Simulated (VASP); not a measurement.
The system is Sn2SeS3.

```
Sn Se S
1.0
    -2.90877    2.90877    4.64243
     2.90877   -2.90877    4.64243
     2.90877    2.90877   -4.64243
Sn Se S
2 1 3
Cartesian
  0.0000 2.9088 0.0000
  2.9088 0.0000 0.0000
  0.0000 0.0000 4.6424
  0.0000 0.0000 7.3214
  0.0000 0.0000 1.9635
  0.0000 0.0000 0.0000
```

| Item | Value |
| --- | --- |
| Program | VASP 6.6.1 |
| Task | relaxation of cell and atoms |
| Functional | PBE |
| Potentials or basis | VASP PAW PBE potentials, release 64 (Sn_d, Se, S) |
| Cutoff | 600 eV |
| k mesh | 4 × 4 × 4 |
| Occupations | gaussian, width 0.1 eV |
| Spin | no spin polarisation |

At the start: pressure 5.5 GPa; volume 26.19 Å³/atom.

**Question.** How do energy, volume and symmetry change on relaxing?

**Answer.** Over 11 steps the energy falls by 229.7 meV/atom and the volume is 27.06 Å³/atom (+3.3 %); space group I4/mmm (No. 139, to 0.05 Å).

The path:
```csv
step,energy change (eV),largest force (eV/Å),pressure (GPa),volume (Å³)
1,0.0000,4.2651,5.45,157.12
2,-0.8451,0.1122,-3.22,177.07
3,-1.1772,0.6846,-1.32,169.25
4,-1.1791,0.7618,-1.13,168.78
5,-1.1792,0.8014,-1.06,168.55
6,-1.2679,0.7190,-0.45,164.94
7,-1.3386,0.3393,1.56,157.24
8,-1.3419,0.4471,1.09,158.75
9,-1.3773,0.0136,0.21,161.39
10,-1.3774,0.0130,0.15,161.58
11,-1.3784,0.0131,0.02,162.38
```

Final structure:
```
CELL_PARAMETERS angstrom
-2.88979 2.88979 4.86117
2.88979 -2.88979 4.86117
2.88979 2.88979 -4.86117
ATOMIC_POSITIONS crystal
Sn 0.50000 0.00000 0.50000
Sn 0.00000 0.50000 0.50000
Se 0.50000 0.50000 0.00000
S 0.75754 0.75754 0.00000
S 0.24246 0.24246 0.00000
S 0.00000 0.00000 0.00000
```

Caveat: the k points lie up to 0.38 Å⁻¹ apart in the final cell.
